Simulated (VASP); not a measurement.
# SnTe2 (P4_2/mnm) in VASP: further runs, part 2 of 2

VASP 6.6.1. Earlier steps stand in the parts before.

### 4 Single point, PBE-based screened hybrid with 40 % exact exchange

Contents of POSCAR:

```
SnTe2
1.0
    6.9585660197      0.0000000000      0.0000000000
    0.0000000000      6.9585660197      0.0000000000
    0.0000000000      0.0000000000      4.4179125098
Sn Te
2 4
Direct
    0.0000000000      0.0000000000      0.0000000000
    0.5000000000      0.5000000000      0.5000000000
    0.3023537661      0.3023537661      0.0000000000
    0.1976462339      0.8023537661      0.5000000000
    0.8023537661      0.1976462339      0.5000000000
    0.6976462339      0.6976462339      0.0000000000
```

Contents of INCAR.step1:

```
SYSTEM = SnTe2
PREC = Accurate ; ENCUT = 520
EDIFF = 1E-5 ; ISMEAR = -1
SIGMA = 0.02 ; LREAL = .FALSE.
LASPH = .TRUE. ; NELM = 80
ALGO = Normal ; ISIF = 2
LWAVE = .TRUE. ; NBANDS = 35
GGA = PE
```

Contents of INCAR.step2:

```
SYSTEM = SnTe2
PREC = Accurate ; ENCUT = 520
EDIFF = 1E-6 ; ISMEAR = -1
SIGMA = 0.02 ; LREAL = .FALSE.
LASPH = .TRUE. ; NELM = 80
ALGO = Normal ; ISIF = 2
LWAVE = .FALSE. ; LCHARG = .TRUE.
GGA = PE ; LHFCALC = .TRUE.
AEXX = 0.4 ; HFSCREEN = 0.3
PRECFOCK = Fast ; LELF = .TRUE.
LVHAR = .TRUE. ; NBANDS = 35
ISTART = 1
```

Contents of KPOINTS:

```
Automatic mesh
0
G
  2 2 4
  0 0 0
```

Potentials or basis: VASP PAW PBE potentials, release 64 (Sn_d, Te).

Started as:

```bash
$ cat potpaw_PBE.64/Sn_d/POTCAR potpaw_PBE.64/Te/POTCAR > POTCAR
$ cp INCAR.step1 INCAR
$ mpirun -np 1 vasp_std > vasp.out
$ cp INCAR.step2 INCAR
$ mpirun -np 1 vasp_std > vasp.out
```

OUTCAR:

```text
SYSTEM = SnTe2
   PREC = Accurate
   ENCUT = 520
   EDIFF = 1E-6
   ISMEAR = -1
   LREAL = .FALSE.
   LASPH = .TRUE.
   NELM = 80
   ISIF = 2
   GGA = PE
   LHFCALC = .TRUE.
   AEXX = 0.4
   HFSCREEN = 0.3
   PRECFOCK = Fast
   ISTART = 1

 ion  position               nearest neighbor table
   1  0.000  0.000  0.000-   4 2.94   5 2.94   4 2.94   5 2.94   3 2.98   6 2.98
   2  0.500  0.500  0.500-   3 2.94   6 2.94   3 2.94   6 2.94   5 2.98   4 2.98
   3  0.302  0.302  0.000-   2 2.94   2 2.94   1 2.98
   4  0.198  0.802  0.500-   1 2.94   1 2.94   2 2.98
   5  0.802  0.198  0.500-   1 2.94   1 2.94   2 2.98
   6  0.698  0.698  0.000-   2 2.94   2 2.94   1 2.98

  LATTYP: Found a simple tetragonal cell.
 ALAT       =     6.9585660197
 C/A-ratio  =     0.6348883516

  Lattice vectors:

 A1 = (   6.9585660197,   0.0000000000,   0.0000000000)
 A2 = (   0.0000000000,   6.9585660197,   0.0000000000)
[... 174 lines left out ...]
  free energy    TOTEN  =       -25.98842758 eV

  energy without entropy =      -25.98842419  energy(sigma->0) =      -25.98842588

 E-fermi :   4.3591     XC(G=0):  -6.6819

 val. band max:        4.1474170524   @ k =   0.0000   0.0000   0.2500
 cond. band min:       4.5813249465   @ k =   0.0000   0.0000   0.2500
 fundamental gap:      0.4339078941
 Fermi energy:         4.3591399191

 k-point     1 :       0.0000    0.0000    0.0000
  band No.  band energies     occupation
      1     -21.0420      2.00000
      2     -21.0355      2.00000
      3     -20.9860      2.00000
      4     -20.9859      2.00000
      5     -20.9699      2.00000
      6     -20.9683      2.00000
[... 331 lines left out ...]
     34      10.4899      0.00000
     35      10.6603      0.00000

------------------------ aborting loop because EDIFF is reached ----------------------------------------

  FORCE on cell =-STRESS in cart. coord.  units (eV):
  Direction    XX          YY          ZZ          XY          YZ          ZX
  --------------------------------------------------------------------------------------
  -------------------------------------------------------------------------------------
  Total       -2.0928816     -2.0928816     -3.8978701     -0.0000000      0.0000000      0.0000000
  in kB      -15.6746783    -15.6746783    -29.1931746     -0.0000000      0.0000000      0.0000000
  external PRESSURE =     -20.1808438 kB  Pullay stress =       0.0000000 kB

 VOLUME and BASIS-vectors are now :
 -----------------------------------------------------------------------------
  energy-cutoff  :      520.00
  volume of cell :      213.92
      direct lattice vectors                 reciprocal lattice vectors
     6.958566020  0.000000000  0.000000000     0.143707769  0.000000000  0.000000000
     0.000000000  6.958566020  0.000000000     0.000000000  0.143707769  0.000000000
     0.000000000  0.000000000  4.417912510     0.000000000  0.000000000  0.226351246

 POSITION                                       TOTAL-FORCE (eV/Angst)
 -----------------------------------------------------------------------------------
      0.00000      0.00000      0.00000        -0.000000      0.000000      0.000000
      3.47928      3.47928      2.20896        -0.000000      0.000000      0.000000
      2.10395      2.10395      0.00000         0.275480      0.275480     -0.000000
      1.37533      5.58323      2.20896        -0.275480      0.275480      0.000000
      5.58323      1.37533      2.20896         0.275480     -0.275480     -0.000000
      4.85462      4.85462      0.00000        -0.275480     -0.275480      0.000000
 -----------------------------------------------------------------------------------
    total drift:                               -0.000003      0.000013     -0.000004

  FREE ENERGIE OF THE ION-ELECTRON SYSTEM (eV)
  ---------------------------------------------------
  free  energy   TOTEN  =       -25.9884275775 eV

  energy  without entropy=      -25.9884241884  energy(sigma->0) =      -25.98842588
```

OSZICAR.step1:

```text
N       E                     dE             d eps       ncg     rms          rms(c)
DAV:   1     0.429831040902E+03    0.42983E+03   -0.22235E+04   630   0.151E+03
DAV:   2     0.419562429914E+02   -0.38787E+03   -0.37392E+03   638   0.374E+02
DAV:   3    -0.165162281589E+02   -0.58472E+02   -0.57073E+02   790   0.145E+02
DAV:   4    -0.197528125325E+02   -0.32366E+01   -0.31947E+01   745   0.343E+01
DAV:   5    -0.198700739561E+02   -0.11726E+00   -0.11722E+00   907   0.693E+00    0.794E+00
DAV:   6    -0.195866909072E+02    0.28338E+00   -0.62245E-01   835   0.569E+00    0.574E+00
DAV:   7    -0.195864295063E+02    0.26140E-03   -0.16404E-01   798   0.175E+00    0.128E+00
DAV:   8    -0.195822484021E+02    0.41811E-02   -0.26611E-02   759   0.115E+00    0.455E-01
DAV:   9    -0.195828456472E+02   -0.59725E-03   -0.35649E-03   740   0.435E-01    0.114E-01
DAV:  10    -0.195827434711E+02    0.10218E-03   -0.42402E-04   898   0.149E-01    0.414E-02
DAV:  11    -0.195827922536E+02   -0.48782E-04   -0.16000E-04   633   0.603E-02    0.412E-02
DAV:  12    -0.195827831082E+02    0.91454E-05   -0.21952E-05   479   0.309E-02
   1 F= -.19582783E+02 E0= -.19577165E+02  d E =-.112354E-01
```

Wall time 33 min (1 thread of Oxide Virtual Turin-like, shared host); peak memory 0.44 GiB.

What came out:

```
Free energy            : -25.9884 eV
Pressure               : -2.0 GPa
Largest force          : 0.390 eV/Å
Band gap on the k mesh : 0.43 eV
```

Forces on the atoms (eV/Å):
```
Sn   0.000  0.000  0.000
Sn   0.000  0.000  0.000
Te   0.275  0.275  0.000
Te  -0.275  0.275  0.000
Te   0.275 -0.275  0.000
Te  -0.275 -0.275  0.000
```

Caveat: the k points lie up to 0.45 Å⁻¹ apart; the PAW data sets were made with another functional, which shifts forces and pressure a little; spin-orbit coupling is left out, which moves the levels of the heavy elements.

### 5 Summary

```tsv
level	k mesh	smearing	grid for exact exchange (PRECFOCK)	share of exact exchange	screening parameter	gap on the mesh (eV)	pressure (GPa)	largest force (eV/Å)
PBE	4 × 4 × 4	methfessel-paxton 0.2 eV	-	-	-	none	1.2	0.11
PBE	4 × 4 × 4, shifted	fermi-dirac 0.02 eV	-	-	-	-	1.0	0.05
PBE-based screened hybrid with 40 % exact exchange	2 × 2 × 4	fermi-dirac 0.02 eV	Fast	0.4	0.3 1/Å	0.43	-2.0	0.39
```

Alike in all rows: task single point; potentials or basis VASP PAW PBE potentials, release 64 (Sn_d, Te); no spin polarisation; cell as given; cutoff (eV) 520.

Caveats: some runs use coarse meshes; spin-orbit coupling is left out, which moves the levels of the heavy elements; semilocal functionals underestimate gaps, so a narrow gap can read as zero (at least some runs); the PAW data sets were made with another functional, which shifts forces and pressure a little (at least some runs).

Total energies depend on the potentials used, so only differences within one code and one set of settings carry meaning.
